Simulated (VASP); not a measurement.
# Mn (Fm-3m) in VASP: notebook

The runs below take Mn through single point, with PBE.

Everything below comes from runs of VASP 6.6.1. Logs are shortened: lines on timing, memory, paths and dates and some standing lists are left out, and cuts for length are marked.

## 1. The cell of the first run

It takes space group Fm-3m (No. 225, cubic). The conventional cell has a = 3.928 Å, b = 3.928 Å, c = 3.928 Å, α = 90.00°, β = 90.00°, γ = 90.00°. Mn (site symmetry m-3m) has 12 Mn at 2.78 Å within 3.7 Å.

This isn't the form of Mn at room conditions, which is a 58-atom cubic cell.

## 2. Single point, PBE, collinear spin, ferromagnetic start (Re replaced by Mn, lengths x 0.952, strained)

The input, INCAR:

```
SYSTEM = Mn
  PREC = Accurate
  ENCUT = 520
  EDIFF = 1E-6
  ISMEAR = 0
  SIGMA = 0.1
  LREAL = .False.
  LASPH = .True.
  NELM = 150
  ALGO = Normal
  ISIF = 2
  LWAVE = .False.
  LCHARG = .False.
  ISPIN = 2
  MAGMOM = 4
  LORBIT = 11
  LMAXMIX = 4
  GGA = PE
  NBANDS = 16
```

The input, KPOINTS:

```
regular mesh
0
Gamma
  8 8 8
  0 0 0
```

The input, POSCAR:

```
Mn
1.0
    0.0000000000      1.9640544454      1.9640544454
    1.9640544454      0.0000000000      1.9640544454
    1.9640544454      1.9640544454      0.0000000000
Mn
1
Direct
    0.0000000000      0.0000000000      0.0000000000
```

Potentials or basis: VASP PAW PBE potentials, release 64 (Mn_pv).

Launch:

```
$ cat potpaw_PBE.64/Mn_pv/POTCAR > POTCAR
$ mpirun -np 1 vasp_std > vasp.out
```

OUTCAR:

```text
SYSTEM = Mn
   PREC = Accurate
   ENCUT = 520
   EDIFF = 1E-6
   ISMEAR = 0
   LREAL = .False.
   LASPH = .True.
   NELM = 150
   ISIF = 2
   ISPIN = 2
   LORBIT = 11
   GGA = PE

 ion  position               nearest neighbor table
   1  0.000  0.000  0.000-

  LATTYP: Found a face centered cubic cell.
 ALAT       =     3.9281088908

  Lattice vectors:

 A1 = (   0.0000000000,   1.9640544454,   1.9640544454)
 A2 = (   1.9640544454,   0.0000000000,   1.9640544454)
 A3 = (   1.9640544454,   1.9640544454,   0.0000000000)

Analysis of symmetry for initial positions (statically):
=====================================================================
 Subroutine PRICEL returns:
 Original cell was already a primitive cell.

 Routine SETGRP: Setting up the symmetry group for a
 face centered cubic supercell.

 Subroutine GETGRP returns: Found 48 space group operations
 (whereof 48 operations were pure point group operations)
 out of a pool of 48 trial point group operations.

The static configuration has the point symmetry O_h .

Analysis of symmetry for dynamics (positions and initial velocities):
=====================================================================
 Subroutine PRICEL returns:
 Original cell was already a primitive cell.

 Routine SETGRP: Setting up the symmetry group for a
 face centered cubic supercell.

 Subroutine GETGRP returns: Found 48 space group operations
 (whereof 48 operations were pure point group operations)
 out of a pool of 48 trial point group operations.

The dynamic configuration has the point symmetry O_h .

Analysis of structural, dynamic, and magnetic symmetry:
=====================================================================
 Subroutine PRICEL returns:
 Original cell was already a primitive cell.

 Routine SETGRP: Setting up the symmetry group for a
 face centered cubic supercell.

 Subroutine GETGRP returns: Found 48 space group operations
 (whereof 48 operations were pure point group operations)
 out of a pool of 48 trial point group operations.

The overall configuration has the point symmetry O_h .

 Subroutine INISYM returns: Found 48 space group operations
 (whereof 48 operations are pure point group operations),
 and found     1 'primitive' translations

----------------------------------------------------------------------------------------

                                     Primitive cell

  volume of cell :      15.1527

  direct lattice vectors                    reciprocal lattice vectors
     0.000000000  1.964054445  1.964054445    -0.254575427  0.254575427  0.254575427
     1.964054445  0.000000000  1.964054445     0.254575427 -0.254575427  0.254575427
     1.964054445  1.964054445  0.000000000     0.254575427  0.254575427 -0.254575427

  length of vectors
     2.777592434  2.777592434  2.777592434     0.440937575  0.440937575  0.440937575

  position of ions in fractional coordinates (direct lattice)
     0.000000000  0.000000000  0.000000000

  ion indices of the primitive-cell ions
   primitive index   ion index
                 1           1

----------------------------------------------------------------------------------------

 KPOINTS: regular mesh

Automatic generation of k-mesh.
 Grid dimensions read from file:
 generate k-points for:    8    8    8

 Generating k-lattice:

  Cartesian coordinates                     Fractional coordinates (reciprocal lattice)
    -0.031821928  0.031821928  0.031821928     0.125000000  0.000000000  0.000000000
     0.031821928 -0.031821928  0.031821928     0.000000000  0.125000000  0.000000000
     0.031821928  0.031821928 -0.031821928     0.000000000  0.000000000  0.125000000

  Length of vectors
     0.055117197  0.055117197  0.055117197

  Shift w.r.t. Gamma in fractional coordinates (k-lattice)
     0.000000000  0.000000000  0.000000000

 Subroutine IBZKPT returns following result:
 ===========================================

 Found     29 irreducible k-points:

 Following reciprocal coordinates:
            Coordinates               Weight
  0.000000  0.000000  0.000000      1.000000
  0.125000  0.000000  0.000000      8.000000
  0.250000  0.000000  0.000000      8.000000
  0.375000  0.000000  0.000000      8.000000
  0.500000  0.000000  0.000000      4.000000
  0.125000  0.125000  0.000000      6.000000
[... 16 lines left out ...]
  0.500000  0.250000  0.125000     48.000000
 -0.375000  0.250000  0.125000     24.000000
 [... further k-points ...]
   k-points           NKPTS =     29   k-points in BZ     NKDIM =     29   number of bands    NBANDS=     16
   number of dos      NEDOS =    301   number of ions     NIONS =      1
   total plane-waves  NPLWV =  13824
   dimension x,y,z NGX =    24 NGY =   24 NGZ =   24
   dimension x,y,z NGXF=    48 NGYF=   48 NGZF=   48
   ions per type =               1
   NGX,Y,Z   is equivalent  to a cutoff of  14.36, 14.36, 14.36 a.u.
   NGXF,Y,Z  is equivalent  to a cutoff of  28.73, 28.73, 28.73 a.u.
 SYSTEM =  Mn
   PREC   = accura    normal or accurate (medium, high low for compatibility)
   ISTART =      0    job   : 0-new  1-cont  2-samecut
   ICHARG =      2    charge: 1-file 2-atom 10-const
   ISPIN  =      2    spin polarized calculation?
   LNONCOLLINEAR =      F non collinear calculations
   LSORBIT =      F    spin-orbit coupling
   LASPH  =      T    aspherical Exc in radial PAW
   ENCUT  =  520.0 eV  38.22 Ry    6.18 a.u.   5.16  5.16  5.16*2*pi/ulx,y,z
   NELM   =    150;   NELMIN=  2; NELMDL= -5     # of ELM steps
   EDIFF  = 0.1E-05   stopping-criterion for ELM
   LREAL  =      F    real-space projection
   EDIFFG = 0.1E-04   stopping-criterion for IOM
   NSW    =      0    number of steps for IOM
   IBRION =     -1    ionic relax: 0-MD 1-quasi-New 2-CG
   NFREE  =      0    steps in history (QN), initial steepest desc. (CG)
   ISIF   =      2    stress and relaxation
   ISYM   =      2    0-nonsym 1-usesym 2-fastsym
   POTIM  = 0.5000    time-step for ionic-motion
   TEBEG  =    0.0;   TEEND  =   0.0 temperature during run
   PSTRESS=    0.0 pullay stress
   NELECT =      13.0000    total number of electrons
   NUPDOWN=      -1.0000    fix difference up-down
   EMIN   =  10.00;   EMAX   =-10.00  energy-range for DOS
   EFERMI =   0.00;   METHOD = LEGACY
   ISMEAR =     0;   SIGMA  =   0.10  broadening in eV -4-tet -1-fermi 0-gaus
   EFERMI_NEDOS =   21; number of points for ismear=-14 and -15
   IALGO  =     38    algorithm
   IMIX   =      4    mixing-type and parameters
     AMIX     =   0.40;   BMIX     =  1.00
     AMIX_MAG =   1.60;   BMIX_MAG =  1.00
  volume/ion in A,a.u.               =      15.15       102.26
  Fermi-wavevector in a.u.,A,eV,Ry     =   1.555580  2.939620 32.923786  2.419830
  Thomas-Fermi vector in A             =   2.659501
   LORBIT       =     11    0 simple, 1 ext, 2 COOP (PROOUT), +10 PAW based schemes
   GGA     = PE    functional components
   LHFCALC =     F    Hartree Fock is set to
   AEXX    =    0.0000 exact exchange contribution
   IVDW    =     0    specifies the selected vdW correction
   LEPSILON=     F    determine dielectric tensor
   LRPA    =     F    only Hartree local field effects (RPA)
 spin polarized calculation
 Gauss-broadening in eV      SIGMA  =   0.10
  energy-cutoff  :      520.00
  volume of cell :       15.15
 maximum number of plane-waves:       416
 NGX is ok and might be reduce to    24
   NGX = 11   NGY = 11   NGZ = 11

 number of electron      13.0000008 magnetization       3.6567200

 Free energy of the ion-electron system (eV)
  ---------------------------------------------------
  ext. energy  EPLUGINS =         0.00000000
  ---------------------------------------------------
  free energy    TOTEN  =        -8.38906583 eV

  energy without entropy =       -8.38202389  energy(sigma->0) =       -8.38554486

 E-fermi :   6.8093     XC(G=0): -11.9434

 val. band max:        6.8084059341   @ k =  -0.3750   0.1250   0.0000
 cond. band min:       6.8273428165   @ k =  -0.2500   0.5000   0.2500
 fundamental gap:      0.0189368824
 Fermi energy:         6.8093368643

 spin component 1

 k-point     1 :       0.0000    0.0000    0.0000
  band No.  band energies     occupation
      1     -42.1699      1.00000
      2     -42.1699      1.00000
      3     -42.1699      1.00000
      4      -0.7526      1.00000
      5       4.8997      1.00000
      6       4.8997      1.00000
[... 8 lines left out ...]
     15      31.5547      0.00000
     16      31.5547      0.00000

 k-point     2 :       0.1250    0.0000    0.0000
  band No.  band energies     occupation
      1     -42.2042      1.00000
      2     -42.1748      1.00000
      3     -42.1748      1.00000
      4      -0.2581      1.00000
      5       4.7600      1.00000
      6       5.0091      1.00000
[... 8 lines left out ...]
     15      32.3773      0.00000
     16      32.3773      0.00000
[... 387 lines left out ...]
      5       4.1765      1.00000
      6       4.5347      1.00000
[... 8 lines left out ...]
     15      34.2635      0.00000
     16      36.0600      0.00000

 k-point    24 :      -0.3750    0.2500    0.1250
  band No.  band energies     occupation
      1     -42.3698      1.00000
      2     -42.2629      1.00000
      3     -42.2223      1.00000
      4       3.4291      1.00000
      5       4.1430      1.00000
      6       4.7753      1.00000
[... 8 lines left out ...]
     15      36.2058      0.00000
     16      36.4493      0.00000

 [... further k-points ...]

 spin component 2

 k-point     1 :       0.0000    0.0000    0.0000
  band No.  band energies     occupation
      1     -38.4214      1.00000
      2     -38.4214      1.00000
      3     -38.4214      1.00000
      4       0.0543      1.00000
      5       8.0642      0.00000
      6       8.0642      0.00000
[... 8 lines left out ...]
     15      32.9511      0.00000
     16      33.1359      0.00000

 k-point     2 :       0.1250    0.0000    0.0000
  band No.  band energies     occupation
      1     -38.4610      1.00000
      2     -38.4269      1.00000
      3     -38.4269      1.00000
      4       0.5533      1.00000
      5       7.8343      0.00000
      6       8.1928      0.00000
[... 8 lines left out ...]
     15      33.4446      0.00000
     16      33.4446      0.00000
[... 387 lines left out ...]
      5       6.6675      0.97754
      6       7.4564      0.00000
[... 8 lines left out ...]
     15      35.5362      0.00000
     16      37.0208      0.00000

 k-point    24 :      -0.3750    0.2500    0.1250
  band No.  band energies     occupation
      1     -38.6512      1.00000
      2     -38.5274      1.00000
      3     -38.4806      1.00000
      4       5.6603      1.00000
      5       6.3129      1.00000
      6       7.4512      0.00000
[... 8 lines left out ...]
     15      37.0448      0.00000
     16      39.7197      0.00000

 [... further k-points ...]

------------------------ aborting loop because EDIFF is reached ----------------------------------------

  FORCE on cell =-STRESS in cart. coord.  units (eV):
  Direction    XX          YY          ZZ          XY          YZ          ZX
  --------------------------------------------------------------------------------------
  -------------------------------------------------------------------------------------
  Total       -0.2029574     -0.2029574     -0.2029574     -0.0000000     -0.0000000      0.0000000
  in kB      -21.4597625    -21.4597625    -21.4597625     -0.0000000     -0.0000000      0.0000000
  external PRESSURE =     -21.4597625 kB  Pullay stress =       0.0000000 kB

 VOLUME and BASIS-vectors are now :
 -----------------------------------------------------------------------------
  energy-cutoff  :      520.00
  volume of cell :       15.15
      direct lattice vectors                 reciprocal lattice vectors
     0.000000000  1.964054445  1.964054445    -0.254575427  0.254575427  0.254575427
     1.964054445  0.000000000  1.964054445     0.254575427 -0.254575427  0.254575427
     1.964054445  1.964054445  0.000000000     0.254575427  0.254575427 -0.254575427

 POSITION                                       TOTAL-FORCE (eV/Angst)
 -----------------------------------------------------------------------------------
      0.00000      0.00000      0.00000        -0.000000      0.000000      0.000000
 -----------------------------------------------------------------------------------
    total drift:                               -0.000000     -0.000000     -0.000000

  FREE ENERGIE OF THE ION-ELECTRON SYSTEM (eV)
  ---------------------------------------------------
  free  energy   TOTEN  =        -8.3890658344 eV

  energy  without entropy=       -8.3820238925  energy(sigma->0) =       -8.38554486

 total charge

# of ion       s       p       d       tot
------------------------------------------
    1        0.331   6.223   4.980  11.534

 magnetization (x)

# of ion       s       p       d       tot
------------------------------------------
    1       -0.004   0.021   3.491   3.508
```

Wall time 43 s (1 thread of Intel Xeon 8259CL, shared host); peak memory 0.15 GiB.

What came out:

```yaml
Free_energy: -8.3891 eV
Pressure: -2.1 GPa
Net_moment: 3.66 μB per cell
Site_moments: Mn +3.51 μB
Valence_electrons_inside_the_program's_atomic_spheres: Mn 11.53
```

Caveat: the cell differs from its parent crystal (Re replaced by Mn, lengths x 0.952, strained).

## 3. Single point, PBE, collinear spin, ferromagnetic start (Re replaced by Mn, lengths x 0.952, strained)

The input, INCAR:

```
  PREC = Accurate
  ENCUT = 520
  EDIFF = 1E-6
  ISMEAR = 0
  SIGMA = 0.1
  LREAL = F
  LASPH = T
  NELM = 150
  ALGO = Normal
  ISIF = 2
  LWAVE = F
  LCHARG = F
  ISPIN = 2
  MAGMOM = 3.87
  LORBIT = 11
  LMAXMIX = 4
  GGA = PE
  NBANDS = 16
```

The input, KPOINTS:

```
Automatic mesh
0
Gamma
  18 18 18
```

POSCAR is that of step 2.

Potentials or basis: VASP PAW PBE potentials, release 64 (Mn_pv).

Launch:

```
$ cat potpaw_PBE.64/Mn_pv/POTCAR > POTCAR
$ mpirun -np 1 vasp_std > vasp.out
```

It took 2.7 min on 1 thread of Intel Xeon 8259CL, shared host; peak memory 0.19 GiB.

The run converged. Its results:

- Free energy: -8.3910 eV
- Pressure: -4.8 GPa
- Net moment: 3.53 μB per cell
- Site moments: Mn +3.41 μB
- Valence electrons inside the program's atomic spheres: Mn 11.53

Levels at points of the mesh, in eV from the Fermi level:
Spin up:
| k point | band 5 | band 6 | band 7 | band 8 | band 9 | band 10 | band 11 | band 12 |
| --- | --- | --- | --- | --- | --- | --- | --- | --- |
| (0.00, 0.00, 0.00) | -1.90 | -1.90 | -1.90 | -0.98 | -0.98 | 18.28 | 21.80 | 21.80 |
| (0.50, 0.00, 0.00) | -1.99 | -1.99 | -0.35 | -0.23 | -0.23 | 4.83 | 17.33 | 19.57 |
| (0.50, 0.50, 0.00) | -3.54 | -0.31 | -0.02 | -0.02 | 1.78 | 7.70 | 11.67 | 11.67 |
Spin down:
```
           k point  band 3  band 4  band 5  band 6  band 7  band 8
(0.00, 0.00, 0.00)  -45.33   -6.80    1.16    1.16    1.16    2.51
(0.50, 0.00, 0.00)  -45.37   -2.19    0.21    1.13    1.13    3.25
(0.50, 0.50, 0.00)  -45.43   -1.89   -0.98    2.55    3.31    3.41
```

Caveat: the cell differs from its parent crystal (Re replaced by Mn, lengths x 0.952, strained); the cell stands under tension.
